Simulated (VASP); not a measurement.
Runs of VASP 6.6.1 on C. The cell holds a slab with vacuum, 2 atoms: a = 2.456 Å, b = 2.456 Å, c = 8.524 Å, α = 90.00°, β = 90.00°, γ = 120.00°. 

| k mesh | gap on the mesh (eV) |
| --- | --- |
| 6 × 6 × 2 | none |
| 9 × 9 × 3 | none |
| 4 × 4 × 1 | 4.04 |
| 5 × 5 × 2 | (a) |
| 8 × 8 × 2 | 1.99 |

Alike in all rows: task single point; level PBEsol; potentials or basis VASP PAW PBE potentials, release 64 (C); no spin polarisation; cell as given; cutoff (eV) 520; smearing methfessel-paxton 0.1 eV.

Problem. Estimate the missing entries.

Solution. (a) 2.82.

Caveats: some runs use coarse meshes.

A k mesh can miss the band edges.

A gap of «none» marks levels without a gap at the run's occupations.
